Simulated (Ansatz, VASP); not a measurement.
One calculation of GaP, two programs

```
CELL_PARAMETERS angstrom
0.00000 2.72541 2.72541
2.72541 0.00000 2.72541
2.72541 2.72541 0.00000
ATOMIC_POSITIONS crystal
Ga 0.00000 0.00000 0.00000
P 0.25000 0.25000 0.25000
```

Alike in both runs: task single point; functional PBEsol; k mesh 6 × 6 × 6; no spin polarisation.

```csv
,VASP,Ansatz
version,VASP 6.6.1,Ansatz 0.2.0
potentials or method,"VASP PAW PBE potentials, release 64 (Ga_d, P)","plane waves, PAW"
plane-wave cutoff (eV),520,420
occupations,"gaussian, width 0.01 eV",fixed
valence electrons in the cell,18,18
```

|  | VASP | Ansatz | Ansatz less VASP |
| --- | --- | --- | --- |
| gap on the k mesh at the Fermi level (eV) | 1.51 | 1.51 | -0.003 |
| pressure (GPa) | -0.6 | -0.5 | +0.09 |

VASP's potentials were made for PBE, not for PBEsol.
